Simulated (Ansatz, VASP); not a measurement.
## TaSi2 in VASP and in Ansatz

```
CELL_PARAMETERS angstrom
2.44343 -1.55625 0.00425
2.44343 1.55625 0.00425
-0.07131 0.00000 6.14139
ATOMIC_POSITIONS crystal
Ta 0.00000 0.00000 0.50000
Si 0.66149 0.66149 0.83888
Si 0.33851 0.33851 0.16112
```

Change from the starting cell: the structure that the rattled cell fell into.

Alike in both runs: functional PBE; k mesh 18 × 18 × 8; occupations gaussian, width 0.1 eV; no spin polarisation.

Ansatz relaxed the structure, and its values are those at the end. VASP's run is a single point on that final structure, the one shown.

|  | VASP | Ansatz |
| --- | --- | --- |
| version | VASP 6.6.1 | Ansatz 0.2.0 |
| potentials or method | VASP PAW PBE potentials, release 64 (Ta_pv, Si), cutoff 520 eV | scalar-relativistic, plane waves, PAW |
| valence electrons in the cell | 19 | 21 |

```csv
,VASP,Ansatz,Ansatz less VASP
gap on the k mesh at the Fermi level (eV),none,none,-
pressure (GPa),0.1,0.0,-0.06
rms of the force components (eV/Å),0.004,0.002,-0.0016
```

A gap of «none» marks a metal or a gap that the smearing closes. VASP's potentials hold 19 valence electrons a cell and Ansatz's 21, so a difference there can come from the potentials and not from the codes.

Neither program's run includes spin-orbit coupling.
